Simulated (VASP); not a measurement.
# FeO (Wuestite) (Fm-3m) in VASP: a series of runs, part 2 of 2

VASP 6.6.1.

**3. Single point, PBE, collinear spin, ferromagnetic start**

Contents of INCAR:

```
SYSTEM = FeO
ALGO = Normal
EDIFF = 1E-7
ENCUT = 520
GGA = PE
ISIF = 2
ISMEAR = -1
ISPIN = 2
LASPH = .True.
LCHARG = .False.
LMAXMIX = 4
LORBIT = 11
LREAL = .False.
LWAVE = .False.
MAGMOM = 3 0
NBANDS = 18
NELM = 150
PREC = Accurate
SIGMA = 0.05
```

Contents of KPOINTS:

```
k-points
0
Gamma
  11 11 11
  0 0 0
```

Contents of POSCAR:

```
FeO
1.0
    0.0000000000      2.1546222616      2.1546222616
    2.1546222616      0.0000000000      2.1546222616
    2.1546222616      2.1546222616      0.0000000000
Fe O
1 1
Direct
    0.0000000000      0.0000000000      0.0000000000
    0.5000000000      0.5000000000      0.5000000000
```

Potentials or basis: VASP PAW PBE potentials, release 64 (Fe, O).

Launch:

```
> cat potpaw_PBE.64/Fe/POTCAR potpaw_PBE.64/O/POTCAR > POTCAR
> mpirun -np 1 vasp_std > vasp.out
```

OUTCAR:

```text
SYSTEM = FeO
   EDIFF = 1E-7
   ENCUT = 520
   GGA = PE
   ISIF = 2
   ISMEAR = -1
   ISPIN = 2
   LASPH = .True.
   LORBIT = 11
   LREAL = .False.
   NELM = 150
   PREC = Accurate

 ion  position               nearest neighbor table
   1  0.000  0.000  0.000-   2 2.15   2 2.15   2 2.15   2 2.15   2 2.15   2 2.15
   2  0.500  0.500  0.500-   1 2.15   1 2.15   1 2.15   1 2.15   1 2.15   1 2.15

  LATTYP: Found a face centered cubic cell.
 ALAT       =     4.3092445232

  Lattice vectors:

 A1 = (   0.0000000000,   2.1546222616,   2.1546222616)
 A2 = (   2.1546222616,   0.0000000000,   2.1546222616)
 A3 = (   2.1546222616,   2.1546222616,   0.0000000000)

Analysis of symmetry for initial positions (statically):
=====================================================================
 Subroutine PRICEL returns:
 Original cell was already a primitive cell.

 Routine SETGRP: Setting up the symmetry group for a
 face centered cubic supercell.

 Subroutine GETGRP returns: Found 48 space group operations
 (whereof 48 operations were pure point group operations)
 out of a pool of 48 trial point group operations.

The static configuration has the point symmetry O_h .

Analysis of symmetry for dynamics (positions and initial velocities):
=====================================================================
 Subroutine PRICEL returns:
 Original cell was already a primitive cell.

 Routine SETGRP: Setting up the symmetry group for a
 face centered cubic supercell.

 Subroutine GETGRP returns: Found 48 space group operations
 (whereof 48 operations were pure point group operations)
 out of a pool of 48 trial point group operations.

The dynamic configuration has the point symmetry O_h .

Analysis of structural, dynamic, and magnetic symmetry:
=====================================================================
 Subroutine PRICEL returns:
 Original cell was already a primitive cell.

 Routine SETGRP: Setting up the symmetry group for a
 face centered cubic supercell.

 Subroutine GETGRP returns: Found 48 space group operations
 (whereof 48 operations were pure point group operations)
 out of a pool of 48 trial point group operations.

The overall configuration has the point symmetry O_h .

 Subroutine INISYM returns: Found 48 space group operations
 (whereof 48 operations are pure point group operations),
 and found     1 'primitive' translations

----------------------------------------------------------------------------------------

                                     Primitive cell

  volume of cell :      20.0052

  direct lattice vectors                    reciprocal lattice vectors
     0.000000000  2.154622262  2.154622262    -0.232059238  0.232059238  0.232059238
     2.154622262  0.000000000  2.154622262     0.232059238 -0.232059238  0.232059238
     2.154622262  2.154622262  0.000000000     0.232059238  0.232059238 -0.232059238

  length of vectors
     3.047096024  3.047096024  3.047096024     0.401938390  0.401938390  0.401938390

  position of ions in fractional coordinates (direct lattice)
     0.000000000  0.000000000  0.000000000
     0.500000000  0.500000000  0.500000000

  ion indices of the primitive-cell ions
[... 59 lines left out ...]
   total plane-waves  NPLWV =  13824
   dimension x,y,z NGX =    24 NGY =   24 NGZ =   24
   dimension x,y,z NGXF=    48 NGYF=   48 NGZF=   48
   ions per type =               1   1
   NGX,Y,Z   is equivalent  to a cutoff of  13.09, 13.09, 13.09 a.u.
   NGXF,Y,Z  is equivalent  to a cutoff of  26.19, 26.19, 26.19 a.u.
 SYSTEM =  FeO
   PREC   = accura    normal or accurate (medium, high low for compatibility)
   ISTART =      0    job   : 0-new  1-cont  2-samecut
   ICHARG =      2    charge: 1-file 2-atom 10-const
   ISPIN  =      2    spin polarized calculation?
   LNONCOLLINEAR =      F non collinear calculations
   LSORBIT =      F    spin-orbit coupling
   LASPH  =      T    aspherical Exc in radial PAW
   ENCUT  =  520.0 eV  38.22 Ry    6.18 a.u.   5.67  5.67  5.67*2*pi/ulx,y,z
   NELM   =    150;   NELMIN=  2; NELMDL= -5     # of ELM steps
   EDIFF  = 0.1E-06   stopping-criterion for ELM
   LREAL  =      F    real-space projection
   EDIFFG = 0.1E-05   stopping-criterion for IOM
   NSW    =      0    number of steps for IOM
   IBRION =     -1    ionic relax: 0-MD 1-quasi-New 2-CG
   NFREE  =      0    steps in history (QN), initial steepest desc. (CG)
   ISIF   =      2    stress and relaxation
   ISYM   =      2    0-nonsym 1-usesym 2-fastsym
   POTIM  = 0.5000    time-step for ionic-motion
   TEBEG  =    0.0;   TEEND  =   0.0 temperature during run
   PSTRESS=    0.0 pullay stress
   NELECT =      14.0000    total number of electrons
   NUPDOWN=      -1.0000    fix difference up-down
   EMIN   =  10.00;   EMAX   =-10.00  energy-range for DOS
   EFERMI =   0.00;   METHOD = LEGACY
   ISMEAR =    -1;   SIGMA  =   0.05  broadening in eV -4-tet -1-fermi 0-gaus
   EFERMI_NEDOS =   21; number of points for ismear=-14 and -15
   IALGO  =     38    algorithm
   IMIX   =      4    mixing-type and parameters
     AMIX     =   0.40;   BMIX     =  1.00
     AMIX_MAG =   1.60;   BMIX_MAG =  1.00
  volume/ion in A,a.u.               =      10.00        67.50
  Fermi-wavevector in a.u.,A,eV,Ry     =   1.453460  2.746641 28.742926  2.112545
  Thomas-Fermi vector in A             =   2.570724
   LORBIT       =     11    0 simple, 1 ext, 2 COOP (PROOUT), +10 PAW based schemes
   GGA     = PE    functional components
   LHFCALC =     F    Hartree Fock is set to
   AEXX    =    0.0000 exact exchange contribution
   IVDW    =     0    specifies the selected vdW correction
   LEPSILON=     F    determine dielectric tensor
   LRPA    =     F    only Hartree local field effects (RPA)
 spin polarized calculation
  energy-cutoff  :      520.00
  volume of cell :       20.01
 maximum number of plane-waves:       556
   NGX = 11   NGY = 11   NGZ = 11

 number of electron      13.9999998 magnetization       4.0001517

 Free energy of the ion-electron system (eV)
  ---------------------------------------------------
  ext. energy  EPLUGINS =         0.00000000
  ---------------------------------------------------
  free energy    TOTEN  =       -14.93591048 eV

  energy without entropy =      -14.92403608  energy(sigma->0) =      -14.92997328

 E-fermi :   6.2117     XC(G=0): -12.1697

 val. band max:        6.2076284696   @ k =  -0.2727   0.3636   0.0909
 cond. band min:       6.2131550816   @ k =  -0.3636   0.2727   0.0909
 fundamental gap:      0.0055266120
 Fermi energy:         6.2116889602

 spin component 1

 k-point     1 :       0.0000    0.0000    0.0000
  band No.  band energies     occupation
      1     -14.5177      1.00000
      2       2.3402      1.00000
      3       2.3402      1.00000
      4       2.3402      1.00000
      5       2.4125      1.00000
      6       2.4125      1.00000
[... 493 lines left out ...]
     17      32.7440      0.00000
     18      34.5028      0.00000

 [... further k-points ...]

 spin component 2

 k-point     1 :       0.0000    0.0000    0.0000
  band No.  band energies     occupation
      1     -13.9843      1.00000
      2       2.9715      1.00000
      3       2.9715      1.00000
      4       2.9715      1.00000
      5       5.4782      1.00000
      6       5.4784      1.00000
[... 493 lines left out ...]
     17      33.5277      0.00000
     18      35.2585      0.00000

 [... further k-points ...]
[... 5 lines left out ...]
  --------------------------------------------------------------------------------------
  -------------------------------------------------------------------------------------
  Total        0.0166464      0.0166464      0.0166464      0.0000000      0.0000000      0.0000000
  in kB        1.3331727      1.3331727      1.3331727      0.0000000      0.0000000      0.0000000
  external PRESSURE =       1.3331727 kB  Pullay stress =       0.0000000 kB

 VOLUME and BASIS-vectors are now :
 -----------------------------------------------------------------------------
  energy-cutoff  :      520.00
  volume of cell :       20.01
      direct lattice vectors                 reciprocal lattice vectors
     0.000000000  2.154622262  2.154622262    -0.232059238  0.232059238  0.232059238
     2.154622262  0.000000000  2.154622262     0.232059238 -0.232059238  0.232059238
     2.154622262  2.154622262  0.000000000     0.232059238  0.232059238 -0.232059238

 POSITION                                       TOTAL-FORCE (eV/Angst)
 -----------------------------------------------------------------------------------
      0.00000      0.00000      0.00000         0.000000      0.000000      0.000000
      2.15462      2.15462      2.15462        -0.000000     -0.000000     -0.000000
 -----------------------------------------------------------------------------------
    total drift:                                0.000000     -0.000000      0.000000

  FREE ENERGIE OF THE ION-ELECTRON SYSTEM (eV)
  ---------------------------------------------------
  free  energy   TOTEN  =       -14.9359104810 eV

  energy  without entropy=      -14.9240360839  energy(sigma->0) =      -14.92997328

 total charge

# of ion       s       p       d       tot
------------------------------------------
    1        0.288   0.359   6.087   6.733
    2        1.556   3.438   0.000   4.995
--------------------------------------------------
tot          1.844   3.797   6.087  11.728

 magnetization (x)

# of ion       s       p       d       tot
------------------------------------------
    1        0.027   0.021   3.570   3.618
    2        0.030   0.272   0.000   0.302
--------------------------------------------------
tot          0.057   0.293   3.570   3.920
```

OSZICAR:

```text
N       E                     dE             d eps       ncg     rms          rms(c)
DAV:   1     0.681908481585E+02    0.68191E+02   -0.66849E+03  4362   0.895E+02
DAV:   2    -0.129496412718E+02   -0.81140E+02   -0.68594E+02  4168   0.204E+02
DAV:   3    -0.173242380176E+02   -0.43746E+01   -0.42589E+01  4778   0.512E+01
DAV:   4    -0.173557011780E+02   -0.31463E-01   -0.31414E-01  4880   0.412E+00
DAV:   5    -0.173559133882E+02   -0.21221E-03   -0.21219E-03  4820   0.351E-01    0.176E+01
DAV:   6    -0.155848137932E+02    0.17711E+01   -0.14964E+01  5346   0.555E+01    0.200E+01
DAV:   7    -0.149708367201E+02    0.61398E+00   -0.29870E+00  5208   0.330E+01    0.944E+00
DAV:   8    -0.149546370492E+02    0.16200E-01   -0.16426E-01  4980   0.412E+00    0.531E+00
DAV:   9    -0.149387597026E+02    0.15877E-01   -0.68019E-02  6376   0.404E+00    0.107E+00
DAV:  10    -0.149356114673E+02    0.31482E-02   -0.18656E-02  5528   0.278E+00    0.163E-01
DAV:  11    -0.149358856972E+02   -0.27423E-03   -0.24189E-03  5088   0.434E-01    0.629E-02
DAV:  12    -0.149358930219E+02   -0.73247E-05   -0.34681E-05  5010   0.547E-02    0.421E-02
DAV:  13    -0.149359082454E+02   -0.15224E-04   -0.22731E-05  5394   0.527E-02    0.146E-02
DAV:  14    -0.149359108024E+02   -0.25570E-05   -0.29640E-06  4456   0.144E-02    0.651E-03
DAV:  15    -0.149359105753E+02    0.22706E-06   -0.31147E-07  4860   0.512E-03    0.305E-03
DAV:  16    -0.149359104810E+02    0.94312E-07   -0.23328E-07  4300   0.516E-03
   1 F= -.14935910E+02 E0= -.14929973E+02  d E =-.118744E-01  mag=     4.0002
```

stdout:

```text
POSCAR found type information on POSCAR FeO
 POSCAR found :  2 types and       2 ions
 scaLAPACK will be used
 LDA part: xc-table for (Slater+PW92), standard interpolation
 POSCAR, INCAR and KPOINTS ok, starting setup
 FFT: planning ... GRIDC
 FFT: planning ... GRID_SOFT
 FFT: planning ... GRID
 WAVECAR not read
 entering main loop
```

Run time: 32 s. Hardware: 1 thread of Intel Xeon Platinum 8259CL at 2.50GHz (Skylake/Cascade Lake), shared host; peak memory 0.17 GiB.

What came out:

- Free energy: -14.9359 eV
- Pressure: 0.1 GPa
- Band gap on the k mesh: zero (filled and empty bands overlap)
- Net moment: 4.00 μB per cell
- Site moments: Fe +3.62; O +0.30 μB
- Valence electrons inside the program's atomic spheres: Fe 6.73; O 5.00

Levels at points of the mesh, in eV from the Fermi level:
Spin up:
```tsv
k point	band 5	band 6	band 7	band 8	band 9	band 10	band 11	band 12	band 13	band 14
(0.00, 0.00, 0.00)	-3.80	-3.80	-3.80	-3.67	-3.67	0.10	15.47	17.04	17.04	17.04
```
Spin down:
```tsv
k point	band 1	band 2	band 3	band 4	band 5	band 6	band 7	band 8	band 9	band 10
(0.00, 0.00, 0.00)	-20.20	-3.24	-3.24	-3.24	-0.73	-0.73	-0.73	0.19	0.20	0.90
```

Caveat: a cell with one magnetic atom can't hold antiferromagnetic order, which such compounds often take; semilocal functionals often make such compounds metallic where correlation or magnetic order opens a gap, which also shifts bond lengths.

**4. Relaxation of cell and atoms, PBE, collinear spin, ferromagnetic start**

Contents of INCAR:

```
ALGO = Normal
EDIFF = 1E-7
EDIFFG = -0.01
ENCUT = 600
GGA = PE
IBRION = 2
ISIF = 3
ISMEAR = -1
ISPIN = 2
LASPH = T
LCHARG = F
LMAXMIX = 4
LORBIT = 11
LREAL = F
LWAVE = F
MAGMOM = 3 0
NELM = 150
NSW = 60
PREC = Accurate
SIGMA = 0.05
```

Contents of KPOINTS:

```
k-points
0
Gamma
  11 11 11
```

Contents of POSCAR:

```
FeO
1.0
    0.0000000000      2.1554000000      2.1554000000
    2.1554000000      0.0000000000      2.1554000000
    2.1554000000      2.1554000000      0.0000000000
Fe O
1 1
Direct
    0.0000000000      0.0000000000      0.0000000000
    0.5000000000      0.5000000000      0.5000000000
```

Launch:

```
> cat potpaw_PBE.64/Fe/POTCAR potpaw_PBE.64/O/POTCAR > POTCAR
> mpirun -np 1 vasp_std > vasp.out
```

It took 48 s on 1 thread of Intel Xeon Platinum 8259CL at 2.50GHz (Skylake/Cascade Lake), shared host; peak memory 0.17 GiB.

It converged, with:

```
Free energy                                           : -14.9378 eV
Relaxed volume                                        : 10.00 Å³/atom
Relaxed cell                                          : a = 3.046 Å, b = 3.046 Å, c = 3.046 Å, α = 60.00°, β = 60.00°, γ = 60.00°
Space group after relaxing (to 0.05 Å)                : Fm-3m (No. 225)
Energy gained by relaxing                             : 0.0 meV/atom
Ionic steps                                           : 3
Pressure after relaxing                               : 0.0 GPa
Band gap on the k mesh                                : zero (filled and empty bands overlap)
Net moment                                            : 4.00 μB per cell
Site moments                                          : Fe +3.62; O +0.30 μB
Valence electrons inside the program's atomic spheres : Fe 6.73; O 4.99
```

Final structure:
```yaml
crystal:
  lattice:
    - [0.00000, 2.15418, 2.15418]
    - [2.15418, 0.00000, 2.15418]
    - [2.15418, 2.15418, 0.00000]
  atoms:
    - { symbol: Fe, position: [0.00000, 0.00000, 0.00000] }
    - { symbol: O, position: [0.50000, 0.50000, 0.50000] }
```

Levels at points of the mesh, in eV from the Fermi level:
Spin up:
```csv
k point,band 5,band 6,band 7,band 8,band 9,band 10,band 11,band 12,band 13
"(0.00, 0.00, 0.00)",-3.80,-3.80,-3.80,-3.67,-3.67,0.10,15.48,17.05,17.05
```
Spin down:
```
           k point  band 3  band 4  band 5  band 6  band 7  band 8
(0.00, 0.00, 0.00)   -3.24   -3.24   -0.73   -0.73   -0.73    0.19
```

Caveat: a cell with one magnetic atom can't hold antiferromagnetic order, which such compounds often take; semilocal functionals often make such compounds metallic where correlation or magnetic order opens a gap, which also shifts bond lengths. With open d or f shells a metallic result of PBE can be an artefact of self-interaction; +U or a hybrid may open a gap.

**5. Single point, PBE, collinear spin, ferromagnetic start**

This run uses another cell than the first one, of 9.81 Å³/atom, 0.980 times its volume.

Contents of INCAR:

```
PREC = Accurate ; ENCUT = 600
EDIFF = 1E-6 ; ISMEAR = -1
SIGMA = 0.05 ; LREAL = False
LASPH = True ; NELM = 200
ALGO = Normal ; ISIF = 2
LWAVE = False ; LCHARG = True
ISPIN = 2 ; MAGMOM = 3 0
LORBIT = 11 ; LMAXMIX = 4
GGA = PE ; LELF = True
LVHAR = True ; NBANDS = 22
GGA_COMPAT = False
```

Contents of KPOINTS:

```
regular mesh
0
Gamma
  11 11 11
```

Contents of POSCAR:

```
FeO
1.0
    0.0000000000      2.1409337923      2.1409337923
    2.1409337923      0.0000000000      2.1409337923
    2.1409337923      2.1409337923      0.0000000000
Fe O
1 1
Direct
    0.0000000000      0.0000000000      0.0000000000
    0.5000000000      0.5000000000      0.5000000000
```

Potentials or basis: VASP PAW PBE potentials, release 64 (Fe_sv, O).

Launch:

```
> cat potpaw_PBE.64/Fe_sv/POTCAR potpaw_PBE.64/O/POTCAR > POTCAR
> mpirun -np 1 vasp_std > vasp.out
```

It took 29 s on 1 thread of Intel Xeon Platinum 8488C (Sapphire Rapids), shared host; peak memory 0.17 GiB.

It converged, with:

| Quantity | Value |
| --- | --- |
| Free energy | -15.0357 eV |
| Pressure | 1.3 GPa |
| Band gap on the k mesh | zero (filled and empty bands overlap) |
| Net moment | 4.00 μB per cell |
| Site moments | Fe +3.48; O +0.30 μB |
| Valence electrons inside the program's atomic spheres | Fe 13.62; O 5.00 |

Levels at points of the mesh, in eV from the Fermi level:
Spin up:
| k point | band 9 | band 10 | band 11 | band 12 | band 13 | band 14 | band 15 | band 16 | band 17 | band 18 |
| --- | --- | --- | --- | --- | --- | --- | --- | --- | --- | --- |
| (0.00, 0.00, 0.00) | -3.90 | -3.90 | -3.90 | -3.68 | -3.68 | 0.13 | 15.31 | 17.12 | 17.12 | 17.12 |
Spin down:
```tsv
k point	band 7	band 8	band 9	band 10	band 11	band 12
(0.00, 0.00, 0.00)	-3.39	-3.39	-0.76	-0.76	-0.76	0.21
```

Caveat: a cell with one magnetic atom can't hold antiferromagnetic order, which such compounds often take; semilocal functionals often make such compounds metallic where correlation or magnetic order opens a gap, which also shifts bond lengths.

**6. The runs side by side**

```tsv
task	potentials or basis	cell	cutoff (eV)	smearing	second run	gap on the mesh (eV)	pressure (GPa)	moment (μB)
single point	VASP PAW PBE potentials, release 64 (Fe_sv, O)	a = 3.048 Å, angles 60.0°, 2 atoms	600	gaussian 0.015 eV	valence_matched	none	-2.6	4.00
single point	VASP PAW PBE potentials, release 64 (Fe, O)	a = 3.047 Å, angles 60.0°, 2 atoms	520	fermi-dirac 0.05 eV	-	none	0.1	4.00
relaxation of cell and atoms	VASP PAW PBE potentials, release 64 (Fe, O)	relaxed from a = 3.048 Å, angles 60.0°, 2 atoms	600	fermi-dirac 0.05 eV	-	none	0.0	4.00
single point	VASP PAW PBE potentials, release 64 (Fe_sv, O)	a = 3.028 Å, angles 60.0°, 2 atoms	600	fermi-dirac 0.05 eV	valence_matched	none	1.3	4.00
```

Alike in all rows: level PBE; spin collinear, ferromagnetic start; k mesh 11 × 11 × 11.

Caveats: a cell with one magnetic atom can't hold antiferromagnetic order, which such compounds often take; semilocal functionals often make such compounds metallic where correlation or magnetic order opens a gap, which also shifts bond lengths.

Absolute energies hang on the potentials; compare differences alone.

**7. Comparison with measurements**

Step 2. A measured gap of FeO is 2.4 eV (optical; quoted in “W\"ustite: Electric, thermodynamic and optical properties of FeO”, 2012, arxiv:1203.1201); the calculated 0.00 eV misses it by -2.40 eV. So large a miss can be the level of theory's own, or it may mean another phase, state or a wrong row. The value is that of PBE on a finite k mesh, which can miss the band edges, without temperature or zero-point motion. Semilocal functionals fall short of measured gaps as a rule. The run's magnetic order (collinear spin, ferromagnetic start) needn't be the measured crystal's.

Step 3. Measured gap of FeO: 2.4 eV (optical; quoted in “W\"ustite: Electric, thermodynamic and optical properties of FeO”, 2012, arxiv:1203.1201). This calculation gives 0.00 eV (-2.40 eV). So large a miss can be the level of theory's own, or it may mean another phase, state or a wrong row. The value is that of PBE on a finite k mesh, which can miss the band edges, without temperature or zero-point motion. Semilocal functionals fall short of measured gaps as a rule. The run's magnetic order (collinear spin, ferromagnetic start) needn't be the measured crystal's.

Step 5. Against the measured gap of FeO, 2.4 eV (optical; quoted in “W\"ustite: Electric, thermodynamic and optical properties of FeO”, 2012, arxiv:1203.1201), the calculated 0.00 eV is off by -2.40 eV. So large a miss can be the level of theory's own, or it may mean another phase, state or a wrong row. The value is that of PBE on a finite k mesh, which can miss the band edges, without temperature or zero-point motion. Semilocal functionals fall short of measured gaps as a rule. The run's magnetic order (collinear spin, ferromagnetic start) needn't be the measured crystal's.
